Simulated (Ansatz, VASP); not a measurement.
## Ba: VASP beside Ansatz

Contents of INCAR:

```
ALGO = Normal
EDIFF = 1E-7
ENCUT = 520
GGA = PS
ISIF = 2
ISMEAR = 1
LASPH = True
LCHARG = False
LREAL = False
LWAVE = False
NBANDS = 17
NELM = 60
PREC = Accurate
SIGMA = 0.05
```

File KPOINTS:

```
k-points
0
Gamma
  2 2 3
```

The input POSCAR:

```
Ba
1.0
    6.9960700000      0.0000000000      0.0000000000
   -3.4980350000      6.0587743467      0.0000000000
    0.0000000000      0.0000000000      3.9093900000
Ba
2
Direct
    0.3333333333      0.6666666667      0.5000000000
    0.6666666667      0.3333333333      0.5000000000
```

Input for Ansatz:

```yaml
crystal:
  lattice:
    a: 6.99607
    b: 6.99607
    c: 3.90939
    alpha: 90.0
    beta: 90.0
    gamma: 120.0
  space_group: 191
  atoms:
    - { symbol: Ba, position: [0.3333333333333333, 0.6666666666666666, 0.5] }
kpoints:
  mp_grid:
    grid: [2, 2, 3]
hamiltonian:
  xc: pbesol
  pseudopotentials:
    kind: paw
scf:
  occupations:
    method: methfessel_paxton
    width: 0.05
output:
  forces: true
  stress: true
```

Alike in both runs: task single point; functional PBEsol; k mesh 2 × 2 × 3; occupations methfessel-paxton of order 1, width 0.05 eV; no spin polarisation.

```csv
,VASP,Ansatz
version,VASP 6.6.1,Ansatz 0.2.0
potentials or method,"VASP PAW PBE potentials, release 64 (Ba_sv)","plane waves, PAW"
plane-wave cutoff (eV),520,420
valence electrons in the cell,20,20
```

|  | VASP | Ansatz | Ansatz less VASP |
| --- | --- | --- | --- |
| pressure (GPa) | 0.4 | 0.3 | -0.12 |
| traceless stress, the component that is largest in VASP (GPa) | 0.44 | 0.35 | -0.088 |

VASP's potentials were made for PBE, not for PBEsol.

The k mesh is coarse, so the values compare programs but aren't converged. Neither program's run includes spin-orbit coupling.
